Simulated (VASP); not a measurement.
Input of a VASP 6.6.1 run:

INCAR

```
ALGO     = Normal         # electronic algorithm
EDIFF    = 1E-8           # SCF threshold, eV
ENCUT    = 520            # plane-wave cutoff, eV
IBRION   = 8              # ionic algorithm
ISIF     = 2              # what is computed and relaxed
ISMEAR   = 0              # smearing method
LASPH    = T              # aspherical terms in the spheres
LCHARG   = T              # write CHGCAR
LREAL    = F              # projectors in reciprocal space
LWAVE    = F              # write WAVECAR
NBANDS   = 16             # bands
NELM     = 80             # most SCF steps
NSW      = 1              # ionic steps
PREC     = Accurate       # precision mode
SIGMA    = 0.01           # smearing width, eV
```

File KPOINTS:

```
k-points
0
Gamma
  8 8 4
```

File POSCAR:

```
AlN
1.0
    3.0712713899      0.0000000000      0.0000000000
   -1.5356356950      2.6597990456      0.0000000000
    0.0000000000      0.0000000000      4.9084699825
Al N
2 2
Direct
    0.3333333333      0.6666666667     -0.0011913031
    0.6666666667      0.3333333333      0.4988086969
    0.3333333333      0.6666666667      0.3811913031
    0.6666666667      0.3333333333      0.8811913031
```

Potentials or basis: VASP PAW LDA potentials, release 64 (Al, N).

Launch:

```sh
$ cat potpaw_LDA.64/Al/POTCAR potpaw_LDA.64/N/POTCAR > POTCAR
$ mpirun -np 1 vasp_std > vasp.out
```

(1) What does it give for the highest phonon frequency at Γ, LO-TO splitting left out?

## Answers

(1) 750 cm⁻¹.

Caveat: the cell wasn't relaxed at this level first, which shifts response properties.
